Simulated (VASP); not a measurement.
# Mo (Im-3m) in VASP: notebook, part 2 of 2

VASP 6.6.1. The steps go on from the part before.

### Step 6. Single point, PBEsol

This run uses another cell than the first one, of the same volume but with other edges.

The input, INCAR:

```
PREC = Accurate
ENCUT = 520
EDIFF = 1E-6
ISMEAR = 0
SIGMA = 0.1
LREAL = False
LASPH = True
NELM = 60
ALGO = Fast
ISIF = 2
LWAVE = False
LCHARG = True
GGA = PS
LELF = True
LVHAR = True
ISYM = 0
NBANDS = 13
```

The input, KPOINTS:

```
regular mesh
0
Gamma
  11 5 48
```

The input, POSCAR:

```
Mo
1.0
    3.1293068543      0.0000000000      0.0000000000
    0.0000000000      6.9973428486      0.0000000000
    1.5646534271     -2.0992028546      0.6997342849
Mo
1
Direct
    0.0000000000      0.0000000000      0.0000000000
```

Potentials or basis: VASP PAW PBE potentials, release 64 (Mo_sv).

Started as:

```
$ cat potpaw_PBE.64/Mo_sv/POTCAR > POTCAR
$ mpirun -np 1 vasp_std > vasp.out
```

OUTCAR:

```text
PREC = Accurate
   ENCUT = 520
   EDIFF = 1E-6
   ISMEAR = 0
   LREAL = False
   LASPH = True
   NELM = 60
   ISIF = 2
   GGA = PS
   ISYM = 0

 ion  position               nearest neighbor table
   1  0.000  0.000  0.000-

IMPORTANT INFORMATION: All symmetrisations will be switched off!
NOSYMM: (Re-)initialisation of all symmetry stuff for point group C_1.

----------------------------------------------------------------------------------------

                                     Primitive cell

  volume of cell :      15.3220

  direct lattice vectors                    reciprocal lattice vectors
     3.129306854  0.000000000  0.000000000     0.319559585  0.000000000 -0.714556955
     0.000000000  6.997342849  0.000000000     0.000000000  0.142911391  0.428734173
     1.564653427 -2.099202855  0.699734285     0.000000000  0.000000000  1.429113910

  length of vectors
     3.129306854  6.997342849  2.710059232     0.782757926  0.451925499  1.429113910

  position of ions in fractional coordinates (direct lattice)
     0.000000000  0.000000000  0.000000000

  ion indices of the primitive-cell ions
   primitive index   ion index
                 1           1

----------------------------------------------------------------------------------------

 KPOINTS: regular mesh

Automatic generation of k-mesh.
 Grid dimensions read from file:
 generate k-points for:   11    5   48

 Generating k-lattice:

  Cartesian coordinates                     Fractional coordinates (reciprocal lattice)
     0.029050871  0.000000000 -0.064959723     0.090909091  0.000000000 -0.000000000
     0.000000000  0.028582278  0.085746835     0.000000000  0.200000000  0.000000000
     0.000000000  0.000000000  0.029773206     0.000000000  0.000000000  0.020833333

  Length of vectors
     0.071159811  0.090385100  0.029773206

  Shift w.r.t. Gamma in fractional coordinates (k-lattice)
     0.000000000  0.000000000  0.000000000

 -----------------------------------------------------------------------------
|                                                                             |
|           W    W    AA    RRRRR   N    N  II  N    N   GGGG   !!!           |
|           W    W   A  A   R    R  NN   N  II  NN   N  G    G  !!!           |
|           W    W  A    A  R    R  N N  N  II  N N  N  G       !!!           |
|           W WW W  AAAAAA  RRRRR   N  N N  II  N  N N  G  GGG   !            |
|           WW  WW  A    A  R   R   N   NN  II  N   NN  G    G                |
|           W    W  A    A  R    R  N    N  II  N    N   GGGG   !!!           |
|                                                                             |
|     Your reciprocal lattice and k-lattice belong to different lattice       |
|     classes:                                                                |
|                                                                             |
|        The reciprocal lattice is face-centered cubic,                       |
|        whereas your k-lattice is triclinic.                                 |
|                                                                             |
|     Results are often still useful ...                                      |
|                                                                             |
 -----------------------------------------------------------------------------

 WARNING: IBZKPT: internal override: KBLOWUP is changed to .FALSE.
      ... skipping the blow-up phase ...

 Subroutine IBZKPT returns following result:
 ===========================================

 Found   1321 irreducible k-points:

 Following reciprocal coordinates:
            Coordinates               Weight
  0.000000  0.000000  0.000000      1.000000
  0.090909  0.000000  0.000000      2.000000
[... 34 lines left out ...]
   ICHARG =      2    charge: 1-file 2-atom 10-const
   ISPIN  =      1    spin polarized calculation?
   LNONCOLLINEAR =      F non collinear calculations
   LSORBIT =      F    spin-orbit coupling
   LASPH  =      T    aspherical Exc in radial PAW
   ENCUT  =  520.0 eV  38.22 Ry    6.18 a.u.   5.82 13.01  5.04*2*pi/ulx,y,z
   NELM   =     60;   NELMIN=  2; NELMDL= -5     # of ELM steps
   EDIFF  = 0.1E-05   stopping-criterion for ELM
   LREAL  =      F    real-space projection
   EDIFFG = 0.1E-04   stopping-criterion for IOM
   NSW    =      0    number of steps for IOM
   IBRION =     -1    ionic relax: 0-MD 1-quasi-New 2-CG
   NFREE  =      0    steps in history (QN), initial steepest desc. (CG)
   ISIF   =      2    stress and relaxation
   ISYM   =      0    0-nonsym 1-usesym 2-fastsym
   POTIM  = 0.5000    time-step for ionic-motion
   TEBEG  =    0.0;   TEEND  =   0.0 temperature during run
   PSTRESS=    0.0 pullay stress
   NELECT =      14.0000    total number of electrons
   NUPDOWN=      -1.0000    fix difference up-down
   EMIN   =  10.00;   EMAX   =-10.00  energy-range for DOS
   EFERMI =   0.00;   METHOD = LEGACY
   ISMEAR =     0;   SIGMA  =   0.10  broadening in eV -4-tet -1-fermi 0-gaus
   EFERMI_NEDOS =   21; number of points for ismear=-14 and -15
   IALGO  =     68    algorithm
   IMIX   =      4    mixing-type and parameters
     AMIX     =   0.40;   BMIX     =  1.00
     AMIX_MAG =   1.60;   BMIX_MAG =  1.00
  volume/ion in A,a.u.               =      15.32       103.40
  Fermi-wavevector in a.u.,A,eV,Ry     =   1.588593  3.002006 34.336047  2.523628
  Thomas-Fermi vector in A             =   2.687573
   LORBIT       =      0    0 simple, 1 ext, 2 COOP (PROOUT), +10 PAW based schemes
   GGA     = PS    functional components
   LHFCALC =     F    Hartree Fock is set to
   AEXX    =    0.0000 exact exchange contribution
   IVDW    =     0    specifies the selected vdW correction
   LEPSILON=     F    determine dielectric tensor
   LRPA    =     F    only Hartree local field effects (RPA)
 non-spin polarized calculation
 RMM-DIIS sequential band-by-band and
 Gauss-broadening in eV      SIGMA  =   0.10
  energy-cutoff  :      520.00
  volume of cell :       15.32
 maximum number of plane-waves:       423
   NGX = 11   NGY = 25   NGZ =  9

 number of electron      14.0000000 magnetization

 Free energy of the ion-electron system (eV)
  ---------------------------------------------------
  ext. energy  EPLUGINS =         0.00000000
  ---------------------------------------------------
  free energy    TOTEN  =       -11.78056005 eV

  energy without entropy =      -11.77772919  energy(sigma->0) =      -11.77914462

 E-fermi :  12.7914     XC(G=0): -13.6424

 val. band max:       12.7866907931   @ k =   0.1818  -0.2000   0.1875
 cond. band min:      12.7915047965   @ k =  -0.0909  -0.2000   0.1250
 fundamental gap:      0.0048140034
 Fermi energy:        12.7913964305

 k-point     1 :       0.0000    0.0000    0.0000
  band No.  band energies     occupation
      1     -48.4104      2.00000
      2     -21.6505      2.00000
      3     -21.6493      2.00000
      4     -21.6484      2.00000
      5       5.4387      2.00000
      6      11.3811      2.00000
      7      11.3816      2.00000
      8      11.3829      2.00000
      9      14.4715      0.00000
     10      14.4721      0.00000
     11      27.6260      0.00000
     12      27.6271      0.00000
     13      27.6273      0.00000
[... 354 lines left out ...]
  band No.  band energies     occupation
      1     -48.1427      2.00000
      2     -22.9189      2.00000
      3     -22.1480      2.00000
      4     -21.7568      2.00000
      5       8.1432      2.00000
      6       9.6415      2.00000
      7      11.6986      2.00000
      8      14.1395      0.00000
      9      15.3258      0.00000
     10      17.8137      0.00000
     11      25.6568      0.00000
     12      26.8037      0.00000
     13      30.5311      0.00000

 [... further k-points ...]

------------------------ aborting loop because EDIFF is reached ----------------------------------------

  FORCE on cell =-STRESS in cart. coord.  units (eV):
  Direction    XX          YY          ZZ          XY          YZ          ZX
  --------------------------------------------------------------------------------------
  -------------------------------------------------------------------------------------
  Total        0.0536015      0.0954010      0.0533880     -0.0150132      0.0244851     -0.0038092
  in kB        5.6049714      9.9758319      5.5826390     -1.5698857      2.5603409     -0.3983170
  external PRESSURE =       7.0544808 kB  Pullay stress =       0.0000000 kB

 VOLUME and BASIS-vectors are now :
 -----------------------------------------------------------------------------
  energy-cutoff  :      520.00
  volume of cell :       15.32
      direct lattice vectors                 reciprocal lattice vectors
     3.129306854  0.000000000  0.000000000     0.319559585  0.000000000 -0.714556955
     0.000000000  6.997342849  0.000000000     0.000000000  0.142911391  0.428734173
     1.564653427 -2.099202855  0.699734285     0.000000000  0.000000000  1.429113910

 POSITION                                       TOTAL-FORCE (eV/Angst)
 -----------------------------------------------------------------------------------
      0.00000      0.00000      0.00000        -0.000000      0.000000      0.000000
 -----------------------------------------------------------------------------------
    total drift:                               -0.000000      0.000000      0.000000

  FREE ENERGIE OF THE ION-ELECTRON SYSTEM (eV)
  ---------------------------------------------------
  free  energy   TOTEN  =       -11.7805600466 eV

  energy  without entropy=      -11.7777291898  energy(sigma->0) =      -11.77914462
```

OSZICAR:

```text
N       E                     dE             d eps       ncg     rms          rms(c)
DAV:   1     0.914034604199E+02    0.91403E+02   -0.80643E+03 34645   0.111E+03
DAV:   2    -0.113778018275E+02   -0.10278E+03   -0.98878E+02 39546   0.311E+02
DAV:   3    -0.125313045357E+02   -0.11535E+01   -0.11508E+01 38336   0.329E+01
DAV:   4    -0.125338301039E+02   -0.25256E-02   -0.25255E-02 38756   0.187E+00
DAV:   5    -0.125338458710E+02   -0.15767E-04   -0.15767E-04 38816   0.131E-01    0.166E+01
RMM:   6    -0.118810978593E+02    0.65275E+00   -0.73821E-01 34444   0.796E+00    0.489E+00
RMM:   7    -0.117853373907E+02    0.95760E-01   -0.22042E-01 35254   0.425E+00    0.113E+00
RMM:   8    -0.117808743021E+02    0.44631E-02   -0.11681E-02 38305   0.120E+00    0.170E-01
RMM:   9    -0.117805723697E+02    0.30193E-03   -0.11745E-03 38785   0.345E-01    0.427E-02
RMM:  10    -0.117805603086E+02    0.12061E-04   -0.19464E-04 39778   0.146E-01    0.285E-02
RMM:  11    -0.117805600544E+02    0.25416E-06   -0.16905E-05 39496   0.493E-02    0.201E-03
RMM:  12    -0.117805600466E+02    0.78257E-08   -0.41185E-06 30138   0.206E-02
   1 F= -.11780560E+02 E0= -.11779145E+02  d E =-.283086E-02
```

Run time: 6.3 min. Hardware: 1 thread of Intel Xeon Platinum 8488C (Sapphire Rapids), shared host; peak memory 0.38 GiB.

Results:

* Free energy: -11.7806 eV
* Pressure: 0.7 GPa
* Band gap on the k mesh: zero (bands 7 and 8 overlap by 5.53 eV)

Levels at points of the mesh, in eV from the Fermi level:
```
           k point  band 5  band 6  band 7  band 8  band 9  band 10
(0.00, 0.00, 0.00)   -7.35   -1.41   -1.41   -1.41    1.68     1.68
(0.00, 0.00, 0.50)   -5.63   -5.63    4.12    4.12    4.12     9.17
```

Caveat: the PAW data sets were made with another functional, which shifts forces and pressure a little.

### Step 7. Summary

| task | cell | k mesh | cutoff (eV) | smearing | gap on the mesh (eV) | pressure (GPa) |
| --- | --- | --- | --- | --- | --- | --- |
| single point | a = 2.711 Å, angles 109.5°, 1 atom | 20 × 20 × 20 | 500 | fermi-dirac 0.15 eV | none | 0.6 |
| single point | a = 2.729 Å, angles 109.5°, 1 atom | 20 × 20 × 20 | 500 | fermi-dirac 0.15 eV | none | -4.8 |
| relaxation of cell and atoms | relaxed from a = 2.710 Å, angles 109.5°, 1 atom | 20 × 20 × 20 | 500 | fermi-dirac 0.15 eV | none | 0.0 |
| single point | a = 2.710 Å, angles 70.5, 70.5, 109.5°, 1 atom | 13 × 13 × 15 | 520 | gaussian 0.1 eV | none | 0.4 |
| single point | a = 3.129, b = 6.997, c = 2.710 Å, angles 140.8, 54.7, 90.0°, 1 atom | 11 × 5 × 48 | 520 | gaussian 0.1 eV | none | 0.7 |

Alike in all rows: level PBEsol; potentials or basis VASP PAW PBE potentials, release 64 (Mo_sv); no spin polarisation.

Caveats: the PAW data sets were made with another functional, which shifts forces and pressure a little; the cell stands under tension (at least some runs).

Total energies depend on the potentials used, so only differences within one code and one set of settings carry meaning.

The gap in the log of VASP goes by the Fermi energy; the results here count the filled bands.